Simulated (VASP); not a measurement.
# SnSe (Fm-3m) in VASP: notebook, part 2 of 2

VASP 6.6.1. The steps go on from the part before.

## Step 3: Single point, LDA (volume scaled by 1.03)

The input, INCAR:

```
PREC = Accurate ; ENCUT = 520
EDIFF = 1E-7 ; ISMEAR = 0
SIGMA = 0.02 ; LREAL = False
LASPH = True ; NELM = 60
ALGO = Normal ; ISIF = 2
LWAVE = False ; LCHARG = True
GGA = CA ; LELF = True
LVHAR = True ; NBANDS = 17
```

The input, KPOINTS:

```
regular mesh
0
Gamma
  8 8 8
```

The input, POSCAR:

```
SnSe
1.0
    0.0000000000      2.9758243971      2.9758243971
    2.9758243971      0.0000000000      2.9758243971
    2.9758243971      2.9758243971      0.0000000000
Sn Se
1 1
Direct
    0.0000000000      0.0000000000      0.0000000000
    0.5000000000      0.5000000000      0.5000000000
```

Potentials or basis: VASP PAW LDA potentials, release 64 (Sn_d, Se).

On the command line:

```sh
cat potpaw_LDA.64/Sn_d/POTCAR potpaw_LDA.64/Se/POTCAR > POTCAR
mpirun -np 1 vasp_std > vasp.out
```

OUTCAR:

```text
PREC = Accurate
   ENCUT = 520
   EDIFF = 1E-7
   ISMEAR = 0
   LREAL = False
   LASPH = True
   NELM = 60
   ISIF = 2
   GGA = CA

 ion  position               nearest neighbor table
   1  0.000  0.000  0.000-   2 2.98   2 2.98   2 2.98   2 2.98   2 2.98   2 2.98
   2  0.500  0.500  0.500-   1 2.98   1 2.98   1 2.98   1 2.98   1 2.98   1 2.98

  LATTYP: Found a face centered cubic cell.
 ALAT       =     5.9516487942

  Lattice vectors:

 A1 = (   0.0000000000,   2.9758243971,   2.9758243971)
 A2 = (   2.9758243971,   0.0000000000,   2.9758243971)
 A3 = (   2.9758243971,   2.9758243971,   0.0000000000)

Analysis of symmetry for initial positions (statically):
=====================================================================
 Subroutine PRICEL returns:
 Original cell was already a primitive cell.

 Routine SETGRP: Setting up the symmetry group for a
 face centered cubic supercell.

 Subroutine GETGRP returns: Found 48 space group operations
 (whereof 48 operations were pure point group operations)
 out of a pool of 48 trial point group operations.

The static configuration has the point symmetry O_h .

Analysis of symmetry for dynamics (positions and initial velocities):
=====================================================================
 Subroutine PRICEL returns:
 Original cell was already a primitive cell.

 Routine SETGRP: Setting up the symmetry group for a
 face centered cubic supercell.

 Subroutine GETGRP returns: Found 48 space group operations
 (whereof 48 operations were pure point group operations)
 out of a pool of 48 trial point group operations.

The dynamic configuration has the point symmetry O_h .

 Subroutine INISYM returns: Found 48 space group operations
 (whereof 48 operations are pure point group operations),
 and found     1 'primitive' translations

----------------------------------------------------------------------------------------

                                     Primitive cell

  volume of cell :      52.7050

  direct lattice vectors                    reciprocal lattice vectors
     0.000000000  2.975824397  2.975824397    -0.168020667  0.168020667  0.168020667
     2.975824397  0.000000000  2.975824397     0.168020667 -0.168020667  0.168020667
     2.975824397  2.975824397  0.000000000     0.168020667  0.168020667 -0.168020667

  length of vectors
     4.208451222  4.208451222  4.208451222     0.291020332  0.291020332  0.291020332

  position of ions in fractional coordinates (direct lattice)
     0.000000000  0.000000000  0.000000000
     0.500000000  0.500000000  0.500000000

  ion indices of the primitive-cell ions
   primitive index   ion index
                 1           1
                 2           2

----------------------------------------------------------------------------------------

 KPOINTS: regular mesh

Automatic generation of k-mesh.
 Grid dimensions read from file:
 generate k-points for:    8    8    8

 Generating k-lattice:

  Cartesian coordinates                     Fractional coordinates (reciprocal lattice)
    -0.021002583  0.021002583  0.021002583     0.125000000  0.000000000  0.000000000
     0.021002583 -0.021002583  0.021002583     0.000000000  0.125000000  0.000000000
     0.021002583  0.021002583 -0.021002583     0.000000000  0.000000000  0.125000000

  Length of vectors
     0.036377541  0.036377541  0.036377541

  Shift w.r.t. Gamma in fractional coordinates (k-lattice)
     0.000000000  0.000000000  0.000000000

 Subroutine IBZKPT returns following result:
 ===========================================

 Found     29 irreducible k-points:

 Following reciprocal coordinates:
            Coordinates               Weight
  0.000000  0.000000  0.000000      1.000000
  0.125000  0.000000  0.000000      8.000000
  0.250000  0.000000  0.000000      8.000000
  0.375000  0.000000  0.000000      8.000000
  0.500000  0.000000  0.000000      4.000000
  0.125000  0.125000  0.000000      6.000000
[... 16 lines left out ...]
  0.500000  0.250000  0.125000     48.000000
 -0.375000  0.250000  0.125000     24.000000
 [... further k-points ...]
   k-points           NKPTS =     29   k-points in BZ     NKDIM =     29   number of bands    NBANDS=     17
   number of dos      NEDOS =    301   number of ions     NIONS =      2
   total plane-waves  NPLWV =  32768
   dimension x,y,z NGX =    32 NGY =   32 NGZ =   32
   dimension x,y,z NGXF=    64 NGYF=   64 NGZF=   64
   ions per type =               1   1
   NGX,Y,Z   is equivalent  to a cutoff of  12.64, 12.64, 12.64 a.u.
   NGXF,Y,Z  is equivalent  to a cutoff of  25.28, 25.28, 25.28 a.u.
 SYSTEM =  unknown system
   PREC   = accura    normal or accurate (medium, high low for compatibility)
   ISTART =      0    job   : 0-new  1-cont  2-samecut
   ICHARG =      2    charge: 1-file 2-atom 10-const
   ISPIN  =      1    spin polarized calculation?
   LNONCOLLINEAR =      F non collinear calculations
   LSORBIT =      F    spin-orbit coupling
   LASPH  =      T    aspherical Exc in radial PAW
   ENCUT  =  520.0 eV  38.22 Ry    6.18 a.u.   7.82  7.82  7.82*2*pi/ulx,y,z
   NELM   =     60;   NELMIN=  2; NELMDL= -5     # of ELM steps
   EDIFF  = 0.1E-06   stopping-criterion for ELM
   LREAL  =      F    real-space projection
   EDIFFG = 0.1E-05   stopping-criterion for IOM
   NSW    =      0    number of steps for IOM
   IBRION =     -1    ionic relax: 0-MD 1-quasi-New 2-CG
   NFREE  =      0    steps in history (QN), initial steepest desc. (CG)
   ISIF   =      2    stress and relaxation
   ISYM   =      2    0-nonsym 1-usesym 2-fastsym
   POTIM  = 0.5000    time-step for ionic-motion
   TEBEG  =    0.0;   TEEND  =   0.0 temperature during run
   PSTRESS=    0.0 pullay stress
   NELECT =      20.0000    total number of electrons
   NUPDOWN=      -1.0000    fix difference up-down
   EMIN   =  10.00;   EMAX   =-10.00  energy-range for DOS
   EFERMI =   0.00;   METHOD = LEGACY
   ISMEAR =     0;   SIGMA  =   0.02  broadening in eV -4-tet -1-fermi 0-gaus
   EFERMI_NEDOS =   21; number of points for ismear=-14 and -15
   IALGO  =     38    algorithm
   IMIX   =      4    mixing-type and parameters
     AMIX     =   0.40;   BMIX     =  1.00
     AMIX_MAG =   1.60;   BMIX_MAG =  1.00
  volume/ion in A,a.u.               =      26.35       177.84
  Fermi-wavevector in a.u.,A,eV,Ry     =   1.185225  2.239751 19.112902  1.404759
  Thomas-Fermi vector in A             =   2.321423
   LORBIT       =      0    0 simple, 1 ext, 2 COOP (PROOUT), +10 PAW based schemes
   GGA     = CA    functional components
   LHFCALC =     F    Hartree Fock is set to
   AEXX    =    0.0000 exact exchange contribution
   IVDW    =     0    specifies the selected vdW correction
   LEPSILON=     F    determine dielectric tensor
   LRPA    =     F    only Hartree local field effects (RPA)
 non-spin polarized calculation
 Gauss-broadening in eV      SIGMA  =   0.02
  energy-cutoff  :      520.00
  volume of cell :       52.71
 maximum number of plane-waves:      1433
   NGX = 15   NGY = 15   NGZ = 15

 number of electron      20.0000010 magnetization

 Free energy of the ion-electron system (eV)
  ---------------------------------------------------
  ext. energy  EPLUGINS =         0.00000000
  ---------------------------------------------------
  free energy    TOTEN  =        -9.50271762 eV

  energy without entropy =       -9.50271762  energy(sigma->0) =       -9.50271762

 E-fermi :   5.8256     XC(G=0): -10.0348

 val. band max:        5.6950122367   @ k =   0.5000   0.0000   0.0000
 cond. band min:       6.4350535873   @ k =  -0.3750   0.1250   0.0000
 fundamental gap:      0.7400413505
 Fermi energy:         5.8255783998

 k-point     1 :       0.0000    0.0000    0.0000
  band No.  band energies     occupation
      1     -15.6783      2.00000
      2     -15.6783      2.00000
      3     -15.6747      2.00000
      4     -15.6747      2.00000
      5     -15.6747      2.00000
      6      -8.2907      2.00000
[... 9 lines left out ...]
     16      11.6414      0.00000
     17      13.8886      0.00000

 k-point     2 :       0.1250    0.0000    0.0000
  band No.  band energies     occupation
      1     -15.6793      2.00000
      2     -15.6793      2.00000
      3     -15.6743      2.00000
      4     -15.6728      2.00000
      5     -15.6728      2.00000
      6      -8.1737      2.00000
[... 9 lines left out ...]
     16      12.0227      0.00000
     17      15.1183      0.00000
[... 421 lines left out ...]
 k-point    24 :      -0.3750    0.2500    0.1250
  band No.  band energies     occupation
      1     -15.6945      2.00000
      2     -15.6819      2.00000
      3     -15.6691      2.00000
      4     -15.6646      2.00000
      5     -15.6584      2.00000
      6      -7.1125      2.00000
[... 9 lines left out ...]
     16      16.6727      0.00000
     17      16.7711      0.00000

 [... further k-points ...]
[... 5 lines left out ...]
  --------------------------------------------------------------------------------------
  -------------------------------------------------------------------------------------
  Total       -0.5270912     -0.5270912     -0.5270912     -0.0000000     -0.0000000      0.0000000
  in kB      -16.0230223    -16.0230223    -16.0230223     -0.0000000     -0.0000000      0.0000000
  external PRESSURE =     -16.0230223 kB  Pullay stress =       0.0000000 kB

 VOLUME and BASIS-vectors are now :
 -----------------------------------------------------------------------------
  energy-cutoff  :      520.00
  volume of cell :       52.71
      direct lattice vectors                 reciprocal lattice vectors
     0.000000000  2.975824397  2.975824397    -0.168020667  0.168020667  0.168020667
     2.975824397  0.000000000  2.975824397     0.168020667 -0.168020667  0.168020667
     2.975824397  2.975824397  0.000000000     0.168020667  0.168020667 -0.168020667

 POSITION                                       TOTAL-FORCE (eV/Angst)
 -----------------------------------------------------------------------------------
      0.00000      0.00000      0.00000        -0.000000      0.000000      0.000000
      2.97582      2.97582      2.97582         0.000000     -0.000000     -0.000000
 -----------------------------------------------------------------------------------
    total drift:                                0.000000     -0.000000     -0.000000

  FREE ENERGIE OF THE ION-ELECTRON SYSTEM (eV)
  ---------------------------------------------------
  free  energy   TOTEN  =        -9.5027176234 eV

  energy  without entropy=       -9.5027176234  energy(sigma->0) =       -9.50271762
```

stdout:

```text
POSCAR found type information on POSCAR SnSe
 POSCAR found :  2 types and       2 ions
 scaLAPACK will be used
 LDA part: xc-table for (Slater(with rela. corr.)+CA(PZ))
 , standard interpolation
 POSCAR, INCAR and KPOINTS ok, starting setup
 FFT: planning ... GRIDC
 FFT: planning ... GRID_SOFT
 FFT: planning ... GRID
 WAVECAR not read
 entering main loop
```

Wall time 26 s (1 thread of Intel Xeon 8259CL, shared host); peak memory 0.17 GiB.

What came out:

```
Free energy            : -9.5027 eV
Pressure               : -1.6 GPa
Band gap on the k mesh : 0.74 eV, indirect (least direct gap 0.78 eV)
```

Caveat: spin-orbit coupling is left out, which moves the levels of the heavy elements. A k mesh can miss the band edges.
